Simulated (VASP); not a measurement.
A run of VASP 6.6.1 is set up as follows.

INCAR

```
ALGO = Normal
EDIFF = 1E-6
ENCUT = 600
GGA = PE
GGA_COMPAT = F
ISIF = 2
ISMEAR = 1
LASPH = T
LCHARG = T
LELF = T
LREAL = F
LVHAR = T
LWAVE = F
NBANDS = 14
NELM = 120
PREC = Accurate
SIGMA = 0.2
```

KPOINTS

```
k-points
0
Gamma
  6 6 6
```

POSCAR

```
NaF
1.0
    0.0000000000      2.2972417931      2.2972417931
    2.2972417931      0.0000000000      2.2972417931
    2.2972417931      2.2972417931      0.0000000000
Na F
1 1
Direct
    0.0000000000      0.0000000000      0.0000000000
    0.5000000000      0.5000000000      0.5000000000
```

Potentials or basis: VASP PAW PBE potentials, release 64 (Na_pv, F).

Command:

```bash
$ cat potpaw_PBE.64/Na_pv/POTCAR potpaw_PBE.64/F/POTCAR > POTCAR
$ mpirun -np 1 vasp_std > vasp.out
```

Question: What does it give for the pressure?

Answer: 3.3 GPa.

Question: What does it give for the band gap on the k mesh?

Answer: 6.45 eV.

Caveat: the cell stands under pressure. Expect the measured gap to be larger: semilocal functionals such as PBE lack the derivative discontinuity.
